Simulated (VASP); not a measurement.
Set up this calculation in VASP 6.6.1, as the native input.

* Task: single point
* Functional: PBE
* Potentials or basis: VASP PAW PBE potentials, release 64 (Ti_sv, O)
* Cutoff: 520 eV
* k mesh: 6 × 6 × 6
* Occupations: gaussian, width 0.05 eV
* Spin: no spin polarisation
* Hubbard terms: Ti d U = 4.0 eV
* Dipole correction: no
* Further INCAR settings: ALGO = Normal; EDIFF = 1e-06; NBANDS = 33

The structure of TiO2 lies in POSCAR:

```
TiO2
1.0
    2.6847502805     -2.6848248863     -0.0200337111
    2.6847502805      2.6848248863     -0.0200337111
   -2.6483287093      0.0000000000      4.8834674903
Ti O
2 4
Direct
    0.1250069486      0.8749930514      0.2500000000
    0.8749930514      0.1250069486      0.7500000000
    0.3240875128      0.0741107881      0.6481847475
    0.6759124872      0.9258892119      0.3518152525
    0.9258892119      0.6759124872      0.8518152525
    0.0741107881      0.3240875128      0.1481847475
```

This cell differs from its parent crystal: atoms shifted along a free coordinate.

The input as run:

INCAR

```
SYSTEM = TiO2
  PREC = Accurate
  ENCUT = 520
  EDIFF = 1E-6
  ISMEAR = 0
  SIGMA = 0.05
  LREAL = .False.
  LASPH = .True.
  NELM = 150
  ALGO = Normal
  ISIF = 2
  LWAVE = .False.
  LCHARG = .True.
  LMAXMIX = 4
  LDAU = .True.
  LDAUTYPE = 2
  LDAUL = 2 -1
  LDAUU = 4 0
  LDAUJ = 0 0
  LDAUPRINT = 1
  GGA = PE
  LELF = .True.
  LVHAR = .True.
  NBANDS = 33
```

KPOINTS

```
Automatic mesh
0
Gamma
  6 6 6
  0 0 0
```

Potentials or basis: VASP PAW PBE potentials, release 64 (Ti_sv, O).

Launch:

```console
$ cat potpaw_PBE.64/Ti_sv/POTCAR potpaw_PBE.64/O/POTCAR > POTCAR
$ mpirun -np 1 vasp_std > vasp.out
```

It gave:

```yaml
Pressure: 11.7 GPa
Largest_force: 1.373 eV/Å
Band_gap_on_the_k_mesh: 2.83 eV (least direct gap 3.06 eV)
```

Caveat: the cell differs from its parent crystal (atoms shifted along a free coordinate); the stress differs along the axes, from 8 to 19 GPa; forces of over 1 eV/Å act on the atoms, so gaps and moduli don't describe the material at rest.

Wall time 94 s on 1 thread of Intel(R) Xeon(R) 6975P-C (Granite Rapids) (shared host), peak memory 0.25 GiB.
